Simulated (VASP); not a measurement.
# Cu2H2O3 in VASP: single point with r2SCAN

Aim: the single point of Cu2H2O3 with r2SCAN.

All numbers are computed with VASP 6.6.1; they aren't measurements. Logs are shortened: lines on timing, memory, paths and dates and some standing lists are left out, and cuts for length are marked.

## 1. The cell of the first run

The typed cell holds 7 atoms: a = 3.043 Å, b = 3.043 Å, c = 7.605 Å, α = 90.00°, β = 90.00°, γ = 120.00°.

## 2. Single point, r2SCAN

File POSCAR:

```
Cu2H2O3
1.0
    3.0431759500      0.0000000000      0.0000000000
   -1.5215884900      2.6354697300      0.0000000000
    0.0000000000      0.0000000000      7.6054737100
H Cu O
2 2 3
Direct
    0.3333000000      0.6667000000      0.5666000000
    0.6667000000      0.3333000000      0.4334000000
    0.6667000000      0.3333000000      0.8399000000
    0.3333000000      0.6667000000      0.1601000000
    0.3333000000      0.6667000000      0.6949000000
    0.6667000000      0.3333000000      0.3051000000
    0.0000000000      0.0000000000      0.0000000000
```

File INCAR.step1:

```
SYSTEM = Cu2H2O3
PREC     = Accurate       ! precision mode
ENCUT    = 770            ! plane-wave cutoff, eV
ISMEAR   = -1             ! smearing method
SIGMA    = 0.1            ! smearing width, eV
LREAL    = .FALSE.        ! projectors in reciprocal space
LASPH    = .TRUE.         ! aspherical terms in the spheres
NELM     = 120            ! most SCF steps
ISYM     = -1           
NBANDS   = 30             ! bands
GGA      = PE             ! functional
ALGO     = Normal         ! electronic algorithm
EDIFF    = 1E-5           ! SCF threshold, eV
LWAVE    = .TRUE.         ! write WAVECAR
LCHARG   = .FALSE.        ! write CHGCAR
GGA_COMPAT= .FALSE.      
KPAR     = 1
```

File INCAR.step2:

```
SYSTEM = Cu2H2O3
PREC     = Accurate       ! precision mode
ENCUT    = 770            ! plane-wave cutoff, eV
EDIFF    = 1E-6           ! SCF threshold, eV
ISMEAR   = -1             ! smearing method
SIGMA    = 0.1            ! smearing width, eV
LREAL    = .FALSE.        ! projectors in reciprocal space
LASPH    = .TRUE.         ! aspherical terms in the spheres
NELM     = 120            ! most SCF steps
ALGO     = Normal         ! electronic algorithm
ISIF     = 2              ! what is computed and relaxed
LWAVE    = .FALSE.        ! write WAVECAR
LCHARG   = .TRUE.         ! write CHGCAR
METAGGA  = R2SCAN         ! meta-GGA
LMIXTAU  = .TRUE.       
LELF     = .TRUE.         ! ELF
LVHAR    = .TRUE.       
ISYM     = -1           
NBANDS   = 30             ! bands
ISTART   = 1            
GGA_COMPAT= .FALSE.      
KPAR     = 1
```

File KPOINTS:

```
explicit points
74
Reciprocal
  0.07142857   0.07142857   0.16666667 2
  0.07142857   0.07142857   0.50000000 2
  0.07142857   0.07142857   0.83333333 2
  0.07142857   0.21428571   0.16666667 2
  0.07142857   0.21428571   0.50000000 2
  0.07142857   0.21428571   0.83333333 2
  0.07142857   0.35714286   0.16666667 2
  0.07142857   0.35714286   0.50000000 2
  0.07142857   0.35714286   0.83333333 2
  0.07142857   0.50000000   0.16666667 2
  0.07142857   0.50000000   0.50000000 2
  0.07142857   0.50000000   0.83333333 2
  0.07142857   0.64285714   0.16666667 2
  0.07142857   0.64285714   0.50000000 2
  0.07142857   0.64285714   0.83333333 2
  0.07142857   0.78571429   0.16666667 2
  0.07142857   0.78571429   0.50000000 2
  0.07142857   0.78571429   0.83333333 2
  0.07142857   0.92857143   0.16666667 2
  0.07142857   0.92857143   0.50000000 2
  0.07142857   0.92857143   0.83333333 2
  0.21428571   0.07142857   0.16666667 2
  0.21428571   0.07142857   0.50000000 2
  0.21428571   0.07142857   0.83333333 2
  0.21428571   0.21428571   0.16666667 2
  0.21428571   0.21428571   0.50000000 2
  0.21428571   0.21428571   0.83333333 2
  0.21428571   0.35714286   0.16666667 2
  0.21428571   0.35714286   0.50000000 2
  0.21428571   0.35714286   0.83333333 2
  0.21428571   0.50000000   0.16666667 2
  0.21428571   0.50000000   0.50000000 2
  0.21428571   0.50000000   0.83333333 2
  0.21428571   0.64285714   0.16666667 2
  0.21428571   0.64285714   0.50000000 2
  0.21428571   0.64285714   0.83333333 2
  0.21428571   0.78571429   0.16666667 2
  0.21428571   0.78571429   0.50000000 2
  0.21428571   0.78571429   0.83333333 2
  0.21428571   0.92857143   0.16666667 2
  0.21428571   0.92857143   0.50000000 2
  0.21428571   0.92857143   0.83333333 2
  0.35714286   0.07142857   0.16666667 2
  0.35714286   0.07142857   0.50000000 2
  0.35714286   0.07142857   0.83333333 2
  0.35714286   0.21428571   0.16666667 2
  0.35714286   0.21428571   0.50000000 2
  0.35714286   0.21428571   0.83333333 2
  0.35714286   0.35714286   0.16666667 2
  0.35714286   0.35714286   0.50000000 2
  0.35714286   0.35714286   0.83333333 2
  0.35714286   0.50000000   0.16666667 2
  0.35714286   0.50000000   0.50000000 2
  0.35714286   0.50000000   0.83333333 2
  0.35714286   0.64285714   0.16666667 2
  0.35714286   0.64285714   0.50000000 2
  0.35714286   0.64285714   0.83333333 2
  0.35714286   0.78571429   0.16666667 2
  0.35714286   0.78571429   0.50000000 2
  0.35714286   0.78571429   0.83333333 2
  0.35714286   0.92857143   0.16666667 2
  0.35714286   0.92857143   0.50000000 2
  0.35714286   0.92857143   0.83333333 2
  0.50000000   0.07142857   0.16666667 2
  0.50000000   0.07142857   0.50000000 2
  0.50000000   0.07142857   0.83333333 2
  0.50000000   0.21428571   0.16666667 2
  0.50000000   0.21428571   0.50000000 2
  0.50000000   0.21428571   0.83333333 2
  0.50000000   0.35714286   0.16666667 2
  0.50000000   0.35714286   0.50000000 2
  0.50000000   0.35714286   0.83333333 2
  0.50000000   0.50000000   0.16666667 2
  0.50000000   0.50000000   0.50000000 1
```

Potentials or basis: VASP PAW PBE potentials, release 64 (H, Cu, O).

Launch:

```sh
$ cat potpaw_PBE.64/H/POTCAR potpaw_PBE.64/Cu/POTCAR potpaw_PBE.64/O/POTCAR > POTCAR
$ cp INCAR.step1 INCAR
$ mpirun -np 4 vasp_std > vasp.out
$ cp INCAR.step2 INCAR
$ mpirun -np 4 vasp_std > vasp.out
```

OUTCAR:

```text
SYSTEM = Cu2H2O3
   PREC = Accurate
   ENCUT = 770
   EDIFF = 1E-6
   ISMEAR = -1
   LREAL = .FALSE.
   LASPH = .TRUE.
   NELM = 120
   ISIF = 2
   METAGGA = R2SCAN
   ISYM = -1
   ISTART = 1

 ion  position               nearest neighbor table
   1  0.333  0.667  0.567-   5 0.98
   2  0.667  0.333  0.433-   6 0.98
   3  0.667  0.333  0.840-   5 2.07   5 2.07   5 2.07   7 2.14   7 2.14   7 2.14
   4  0.333  0.667  0.160-   6 2.07   6 2.07   6 2.07   7 2.14   7 2.14   7 2.14
   5  0.333  0.667  0.695-   1 0.98   3 2.07   3 2.07   3 2.07
   6  0.667  0.333  0.305-   2 0.98   4 2.07   4 2.07   4 2.07
   7  0.000  0.000  0.000-   3 2.14   4 2.14   3 2.14   4 2.14   3 2.14   4 2.14

IMPORTANT INFORMATION: All symmetrisations will be switched off!
NOSYMM: (Re-)initialisation of all symmetry stuff for point group C_1.

----------------------------------------------------------------------------------------

                                     Primitive cell

  volume of cell :      60.9974

  direct lattice vectors                    reciprocal lattice vectors
     3.043175950  0.000000000  0.000000000     0.328604069  0.189719564  0.000000000
    -1.521588490  2.635469730  0.000000000     0.000000000  0.379439000  0.000000000
     0.000000000  0.000000000  7.605473710     0.000000000  0.000000000  0.131484249

  length of vectors
     3.043175950  3.043177982  7.605473710     0.379439254  0.379439000  0.131484249

  position of ions in fractional coordinates (direct lattice)
     0.333300000  0.666700000  0.566600000
     0.666700000  0.333300000  0.433400000
     0.666700000  0.333300000  0.839900000
     0.333300000  0.666700000  0.160100000
     0.333300000  0.666700000  0.694900000
     0.666700000  0.333300000  0.305100000
     0.000000000  0.000000000  0.000000000

  ion indices of the primitive-cell ions
   primitive index   ion index
                 1           1
                 2           2
                 3           3
                 4           4
                 5           5
                 6           6
                 7           7

----------------------------------------------------------------------------------------

 KPOINTS: explicit points

Read explicit list of k-points.

 Found     74 k-points:

 Following reciprocal coordinates:
            Coordinates               Weight
  0.071429  0.071429  0.166667      0.013605
  0.071429  0.071429  0.500000      0.013605
  0.071429  0.071429  0.833333      0.013605
  0.071429  0.214286  0.166667      0.013605
  0.071429  0.214286  0.500000      0.013605
  0.071429  0.214286  0.833333      0.013605
[... 16 lines left out ...]
  0.214286  0.071429  0.500000      0.013605
  0.214286  0.071429  0.833333      0.013605
 [... further k-points ...]
   k-points           NKPTS =     74   k-points in BZ     NKDIM =     74   number of bands    NBANDS=     32
   number of dos      NEDOS =    301   number of ions     NIONS =      7
   total plane-waves  NPLWV =  54880
   dimension x,y,z NGX =    28 NGY =   28 NGZ =   70
   dimension x,y,z NGXF=    56 NGYF=   56 NGZF=  140
   ions per type =               2   2   3
   NGX,Y,Z   is equivalent  to a cutoff of  15.30, 15.30, 15.30 a.u.
   NGXF,Y,Z  is equivalent  to a cutoff of  30.59, 30.59, 30.60 a.u.
 SYSTEM =  Cu2H2O3
   PREC   = accura    normal or accurate (medium, high low for compatibility)
   ISTART =      1    job   : 0-new  1-cont  2-samecut
   ICHARG =      0    charge: 1-file 2-atom 10-const
   ISPIN  =      1    spin polarized calculation?
   LNONCOLLINEAR =      F non collinear calculations
   LSORBIT =      F    spin-orbit coupling
   LASPH  =      T    aspherical Exc in radial PAW
   ENCUT  =  770.0 eV  56.59 Ry    7.52 a.u.   6.89  6.89 17.21*2*pi/ulx,y,z
   NELM   =    120;   NELMIN=  2; NELMDL=  0     # of ELM steps
   EDIFF  = 0.1E-05   stopping-criterion for ELM
   LREAL  =      F    real-space projection
   EDIFFG = 0.1E-04   stopping-criterion for IOM
   NSW    =      0    number of steps for IOM
   IBRION =     -1    ionic relax: 0-MD 1-quasi-New 2-CG
   NFREE  =      0    steps in history (QN), initial steepest desc. (CG)
   ISIF   =      2    stress and relaxation
   ISYM   =     -1    0-nonsym 1-usesym 2-fastsym
   POTIM  = 0.5000    time-step for ionic-motion
   TEBEG  =    0.0;   TEEND  =   0.0 temperature during run
   PSTRESS=    0.0 pullay stress
   NELECT =      42.0000    total number of electrons
   NUPDOWN=      -1.0000    fix difference up-down
   EMIN   =  10.00;   EMAX   =-10.00  energy-range for DOS
   EFERMI =   0.00;   METHOD = LEGACY
   ISMEAR =    -1;   SIGMA  =   0.10  broadening in eV -4-tet -1-fermi 0-gaus
   EFERMI_NEDOS =   21; number of points for ismear=-14 and -15
   IALGO  =     38    algorithm
   IMIX   =      4    mixing-type and parameters
     AMIX     =   0.40;   BMIX     =  1.00
     AMIX_MAG =   1.60;   BMIX_MAG =  1.00
  volume/ion in A,a.u.               =       8.71        58.80
  Fermi-wavevector in a.u.,A,eV,Ry     =   1.445620  2.731826 28.433688  2.089817
  Thomas-Fermi vector in A             =   2.563781
   LORBIT       =      0    0 simple, 1 ext, 2 COOP (PROOUT), +10 PAW based schemes
   METAGGA = R2SCAN    functional components
   LHFCALC =     F    Hartree Fock is set to
   AEXX    =    0.0000 exact exchange contribution
   IVDW    =     0    specifies the selected vdW correction
   LEPSILON=     F    determine dielectric tensor
   LRPA    =     F    only Hartree local field effects (RPA)
 non-spin polarized calculation
  energy-cutoff  :      770.00
  volume of cell :       61.00
 maximum number of plane-waves:      2976
 NGX is ok and might be reduce to    28
   NGX = 13   NGY = 13   NGZ = 35

 number of electron      41.9999995 magnetization

 Free energy of the ion-electron system (eV)
  ---------------------------------------------------
  ext. energy  EPLUGINS =         0.00000000
  ---------------------------------------------------
  free energy    TOTEN  =       -51.39573699 eV

  energy without entropy =      -51.26130541  energy(sigma->0) =      -51.32852120

 E-fermi :   3.5441     XC(G=0): -11.4789

 val. band max:        3.5382263053   @ k =   0.2143   0.2143   0.1667
 cond. band min:       3.5606967129   @ k =   0.2143   0.6429   0.8333
 fundamental gap:      0.0224704077
 Fermi energy:         3.5441152887

 k-point     1 :       0.0714    0.0714    0.1667
  band No.  band energies     occupation
      1     -17.7983      2.00000
      2     -17.4232      2.00000
      3     -16.2155      2.00000
      4      -5.3021      2.00000
      5      -4.4787      2.00000
      6      -1.3154      2.00000
[... 24 lines left out ...]
     31      19.0337      0.00000
     32      20.4648      0.00000

 k-point     2 :       0.0714    0.0714    0.5000
  band No.  band energies     occupation
      1     -17.7418      2.00000
      2     -17.5030      2.00000
      3     -16.1885      2.00000
      4      -5.5510      2.00000
      5      -4.0732      2.00000
      6      -1.5124      2.00000
[... 24 lines left out ...]
     31      20.0110      0.00000
     32      20.0953      0.00000

 k-point     3 :       0.0714    0.0714    0.8333
  band No.  band energies     occupation
      1     -17.7983      2.00000
      2     -17.4232      2.00000
      3     -16.2155      2.00000
      4      -5.3021      2.00000
      5      -4.4787      2.00000
      6      -1.3154      2.00000
[... 24 lines left out ...]
     31      19.0337      0.00000
     32      20.4649      0.00000

 k-point     4 :       0.0714    0.2143    0.1667
  band No.  band energies     occupation
      1     -17.5650      2.00000
      2     -17.2751      2.00000
      3     -16.0275      2.00000
      4      -5.0116      2.00000
      5      -4.3433      2.00000
      6      -1.9199      2.00000
[... 654 lines left out ...]
     31      18.9049      0.00000
     32      19.2841      0.00000

 k-point    23 :       0.2143    0.0714    0.5000
  band No.  band energies     occupation
      1     -17.5345      2.00000
      2     -17.3152      2.00000
      3     -16.0166      2.00000
      4      -5.0955      2.00000
      5      -4.2071      2.00000
      6      -2.1026      2.00000
[... 24 lines left out ...]
     31      18.0385      0.00000
     32      18.9951      0.00000

 k-point    24 :       0.2143    0.0714    0.8333
  band No.  band energies     occupation
      1     -17.5650      2.00000
      2     -17.2751      2.00000
      3     -16.0275      2.00000
      4      -5.0116      2.00000
      5      -4.3433      2.00000
      6      -1.9199      2.00000
[... 24 lines left out ...]
     31      17.8881      0.00000
     32      19.2886      0.00000

 [... further k-points ...]

------------------------ aborting loop because EDIFF is reached ----------------------------------------

  FORCE on cell =-STRESS in cart. coord.  units (eV):
  Direction    XX          YY          ZZ          XY          YZ          ZX
  --------------------------------------------------------------------------------------
  -------------------------------------------------------------------------------------
  Total       -0.3833045     -0.3428841     -3.6083731      0.0350271      0.0449080     -0.0777680
  in kB      -10.0679983     -9.0063029    -94.7786804      0.9200340      1.1795670     -2.0426803
  external PRESSURE =     -37.9509939 kB  Pullay stress =       0.0000000 kB

 VOLUME and BASIS-vectors are now :
 -----------------------------------------------------------------------------
  energy-cutoff  :      770.00
  volume of cell :       61.00
      direct lattice vectors                 reciprocal lattice vectors
     3.043175950  0.000000000  0.000000000     0.328604069  0.189719564  0.000000000
    -1.521588490  2.635469730  0.000000000     0.000000000  0.379439000  0.000000000
     0.000000000  0.000000000  7.605473710     0.000000000  0.000000000  0.131484249

 POSITION                                       TOTAL-FORCE (eV/Angst)
 -----------------------------------------------------------------------------------
     -0.00015      1.75707      4.30926        -0.000411      0.000236      0.377451
      1.52174      0.87840      3.29621         0.000409     -0.000235     -0.377204
      1.52174      0.87840      6.38784        -0.007865      0.004540     -0.309716
     -0.00015      1.75707      1.21764         0.007863     -0.004540      0.309743
     -0.00015      1.75707      5.28504         0.021316     -0.012306      0.214172
      1.52174      0.87840      2.32043        -0.021308      0.012300     -0.215018
      0.00000      0.00000      0.00000        -0.000005      0.000003      0.000573
 -----------------------------------------------------------------------------------
    total drift:                                0.000010     -0.000006      0.000305

  FREE ENERGIE OF THE ION-ELECTRON SYSTEM (eV)
  ---------------------------------------------------
  free  energy   TOTEN  =       -51.3957369856 eV

  energy  without entropy=      -51.2613054126  energy(sigma->0) =      -51.32852120
```

Run time: 5.2 min. Hardware: 4 MPI ranks of Intel Xeon Platinum 8259CL at 2.50GHz (Skylake/Cascade Lake), shared host; peak memory 0.22 GiB.

Results:

```
Free energy            : -51.3957 eV
Pressure               : -3.8 GPa
Largest force          : 0.377 eV/Å
Band gap on the k mesh : zero (bands 21 and 22 overlap by 0.39 eV)
```

Forces on the atoms (eV/Å):
```
H    0.000  0.000  0.377
H    0.000  0.000 -0.377
Cu  -0.008  0.005 -0.310
Cu   0.008 -0.005  0.310
O    0.021 -0.012  0.214
O   -0.021  0.012 -0.215
O    0.000  0.000  0.001
```

Stress tensor (GPa, compression positive):
```
-1.01  0.09 -0.20
 0.09 -0.90  0.12
-0.20  0.12 -9.48
```

Caveat: the stress differs along the axes, from -9 to -1 GPa; semilocal functionals underestimate gaps, and a narrow one can read as zero; the PAW data sets were made with another functional, which shifts forces and pressure a little. With open d or f shells a metallic result of r2SCAN can be an artefact of self-interaction; +U or a hybrid may open a gap.

The gap in the log of VASP goes by the Fermi energy; the results here count the filled bands.